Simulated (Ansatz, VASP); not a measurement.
**P: VASP beside Ansatz**

```xyz
2
Lattice="3.0910 0.0000 0.0000 -1.5455 2.6769 0.0000 0.0000 0.0000 28.0000" Properties=species:S:1:pos:R:3 pbc="T T T"
P     0.0000    1.7846   14.7865
P     1.5455    0.8923   13.2135
```

Alike in both runs: task single point; functional r2SCAN; k mesh 9 × 9 × 1; occupations gaussian, width 0.02 eV; no spin polarisation.

|  | VASP | Ansatz |
| --- | --- | --- |
| version | VASP 6.6.1 | Ansatz 0.2.0 |
| potentials or method | VASP PAW PBE potentials, release 64 (P), cutoff 520 eV | scalar-relativistic, plane waves, PAW |
| valence electrons in the cell | 10 | 10 |

Ansatz gave:

```
gap on the k mesh at the Fermi level (eV)  : none
rms of the force components (eV/Å)         : 2.228
work function, face that differs most (eV) : 4.06
```

Which values does VASP return?

gap on the k mesh at the Fermi level (eV): none; rms of the force components (eV/Å): 2.261; work function, face that differs most (eV): 4.07.

VASP's potentials were made for PBE, not for r2SCAN. Atom by atom the forces differ by 0.033 eV/Å (rms over components). A gap of «none» marks a metal or a gap that the smearing closes. With one functional, cell and mesh, what is left measures potentials, basis and numerics.
